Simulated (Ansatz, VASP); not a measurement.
One calculation of RbTi, two programs

```
Rb Ti
1.0
     4.03291    0.00000    0.00000
     0.00000    4.03291    0.00000
     0.00000    0.00000    4.03291
Rb Ti
1 1
Direct
  0.00000 0.00000 0.00000
  0.50000 0.50000 0.50000
```

Change from the starting cell: volume scaled by 1.02.

Alike in both runs: task single point; functional PBEsol; k mesh 10 × 10 × 10; occupations fermi-dirac, width 0.03 eV; no spin polarisation.

```csv
,VASP,Ansatz
version,VASP 6.6.1,Ansatz 0.2.0
potentials or method,"VASP PAW PBE potentials, release 64 (Rb_sv, Ti_sv), cutoff 520 eV","all-electron LAPW, scalar-relativistic"
```

Ansatz gave:

| Item | Value |
| --- | --- |
| pressure (GPa) | -0.3 |

Question: What did VASP give for the same quantities?

Answer: Pressure (GPa): -0.2.

VASP's potentials were made for PBE, not for PBEsol. Ansatz ran all-electron here, and VASP with PAW potentials.
